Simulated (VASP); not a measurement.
Crystal: Os3C2.

```
Os C
1.0
     4.13211    0.00000    0.00000
     0.00000    4.13211    0.00000
     0.00000    0.00000    4.13211
Os C
3 2
Direct
  0.50000 0.00000 0.00000
  0.00000 0.50000 0.00000
  0.00000 0.00000 0.50000
  0.50000 0.50000 0.50000
  0.00000 0.00000 0.00000
```

The cell was generated, and may not be a known phase.

- Program: VASP 6.6.1
- Task: relaxation of cell and atoms
- Functional: PBE
- Potentials or basis: VASP PAW PBE potentials, release 64 (Os_sv_GW, C)
- Cutoff: 700 eV
- k mesh: 4 × 4 × 4
- Occupations: gaussian, width 0.1 eV
- Spin: no spin polarisation

At the start: pressure -21.3 GPa; volume 14.11 Å³/atom.

Question: How do energy, volume and symmetry change on relaxing?

Answer: Over 4 steps the energy falls by 91.5 meV/atom and the volume is 12.87 Å³/atom (-8.8 %); space group Pm-3m (No. 221, to 0.1 Å) before and after.

The path:
```csv
step,energy change (eV),largest force (eV/Å),pressure (GPa),volume (Å³)
1,0.0000,0.0000,-21.31,70.55
2,1.9750,0.0000,82.58,53.07
3,-0.4551,0.0000,-1.80,64.67
4,-0.4573,0.0000,-0.41,64.35
```

Final structure:
```xyz
5
Lattice="4.0073 0.0000 0.0000 0.0000 4.0073 0.0000 0.0000 0.0000 4.0073" Properties=species:S:1:pos:R:3 pbc="T T T"
Os    2.0036    0.0000    0.0000
Os    0.0000    2.0036    0.0000
Os    0.0000    0.0000    2.0036
C     2.0036    2.0036    2.0036
C     0.0000    0.0000    0.0000
```

Caveat: the k points lie up to 0.39 Å⁻¹ apart in the final cell, too coarse for converged energies and pressures of a metal.
